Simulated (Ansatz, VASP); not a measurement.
## Two plane-wave programs on Cu

File INCAR:

```
SYSTEM = Cu
ALGO = Normal ; EDIFF = 1E-6
ENCUT = 520 ; GGA = RE
ISIF = 2 ; ISMEAR = -1
LASPH = .TRUE. ; LCHARG = .FALSE.
LREAL = .FALSE. ; LWAVE = .FALSE.
NBANDS = 12 ; NELM = 80
PREC = Accurate ; SIGMA = 0.1
```

File KPOINTS:

```
k-points
0
G
  17 17 17
  0 0 0
```

File POSCAR:

```
Cu
1.0
   -1.5110869505      1.5110869505      1.5110869505
    1.5110869505     -1.5110869505      1.5110869505
    1.5110869505      1.5110869505     -1.5110869505
Cu
1
Direct
    0.0000000000      0.0000000000      0.0000000000
```

Input for Ansatz:

```yaml
crystal:
  lattice:
    - [-1.5110869505, 1.5110869505, 1.5110869505]
    - [1.5110869505, -1.5110869505, 1.5110869505]
    - [1.5110869505, 1.5110869505, -1.5110869505]
  atoms:
    - { symbol: Cu, position: [0.0, 0.0, 0.0] }
hamiltonian:
  xc: revpbe
  pseudopotentials:
    kind: paw
    azcp:
      Cu: "pseudopotentials/Cu.paw.azcp"
basis:
  ecutwfc: 420
  fft_grid_basis: typed
kpoints:
  mp_grid: { grid: [17, 17, 17], shift: [0, 0, 0] }
magnetization:
  spin_polarized: false
scf:
  occupations: { method: fermi_dirac, width: 0.1 }
  lower_state_search: "off"
output:
  stress: true
```

Alike in both runs: task single point; functional revPBE; k mesh 17 × 17 × 17; occupations fermi-dirac, width 0.1 eV; no spin polarisation.

|  | VASP | Ansatz |
| --- | --- | --- |
| version | VASP 6.6.1 | Ansatz 0.2.0 |
| potentials or method | VASP PAW PBE potentials, release 64 (Cu), cutoff 520 eV | plane waves (420 eV) with PAW, scalar-relativistic |
| valence electrons in the cell | 11 | 19 |

Ansatz gave:

```
pressure (GPa) : -10.7
```

Estimate VASP's values.

pressure (GPa): -10.2.

VASP's potentials were made for PBE, not for revPBE. VASP's potentials hold 11 valence electrons a cell and Ansatz's 19, so a difference there can come from the potentials and not from the codes.
